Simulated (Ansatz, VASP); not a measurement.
## BeZn2S2O in VASP and in Ansatz

INCAR

```
  PREC = Accurate
  ENCUT = 520
  EDIFF = 1E-6
  ISMEAR = 0
  SIGMA = 0.1
  LREAL = F
  LASPH = T
  NELM = 60
  ALGO = Normal
  ISIF = 2
  LWAVE = F
  LCHARG = F
  GGA = PE
  NBANDS = 31
```

File KPOINTS:

```
regular mesh
0
Gamma
  6 6 4
```

Contents of POSCAR:

```
BeZn2S2O
1.0
    5.1910736200      0.0000000000      0.0000000000
   -2.5955368100      4.4956016300      0.0000000000
    0.0000000000      0.0000000000      4.0017199500
Be Zn S O
1 2 2 1
Direct
    0.0000000000      0.0000000000      0.5000000000
    0.3333333300      0.6666666700      0.0000000000
    0.6666666700      0.3333333300      0.0000000000
    0.3333333300      0.6666666700      0.5000000000
    0.6666666700      0.3333333300      0.5000000000
    0.0000000000      0.0000000000      0.0000000000
```

Input for Ansatz:

```yaml
crystal:
  lattice:
    - [5.19107362, 0.0, 0.0]
    - [-2.59553681, 4.49560163, 0.0]
    - [0.0, 0.0, 4.00171995]
  atoms:
    - { symbol: Be, position: [0.0, 0.0, 0.5] }
    - { symbol: Zn, position: [0.33333333, 0.66666667, 0.0] }
    - { symbol: Zn, position: [0.66666667, 0.33333333, 0.0] }
    - { symbol: S, position: [0.33333333, 0.66666667, 0.5] }
    - { symbol: S, position: [0.66666667, 0.33333333, 0.5] }
    - { symbol: O, position: [0.0, 0.0, 0.0] }
basis:
  ecutwfc: 420
kpoints:
  mp_grid: { grid: [6, 6, 4] }
hamiltonian:
  xc: pbe
scf:
  occupations: { method: gaussian, width: 0.1 }
  lower_state_search: "off"
output:
  forces: true
  stress: true
  eigenvalues: true
```

Alike in both runs: task single point; functional PBE; k mesh 6 × 6 × 4; occupations gaussian, width 0.1 eV; no spin polarisation.

```csv
,VASP,Ansatz
version,VASP 6.6.1,Ansatz 0.2.0
potentials or method,"VASP PAW PBE potentials, release 64 (Be, Zn, S, O), cutoff 520 eV","scalar-relativistic, plane waves, PAW"
valence electrons in the cell,44,44
```

|  | VASP | Ansatz | Ansatz less VASP |
| --- | --- | --- | --- |
| gap on the k mesh at the Fermi level (eV) | none | none | - |
| pressure (GPa) | 8.2 | 8.0 | -0.25 |
| traceless stress, the component that is largest in VASP (GPa) | 13.14 | 12.71 | -0.432 |

A gap of «none» marks a metal or a gap that the smearing closes.

The k mesh is coarse, so the values compare programs but aren't converged.
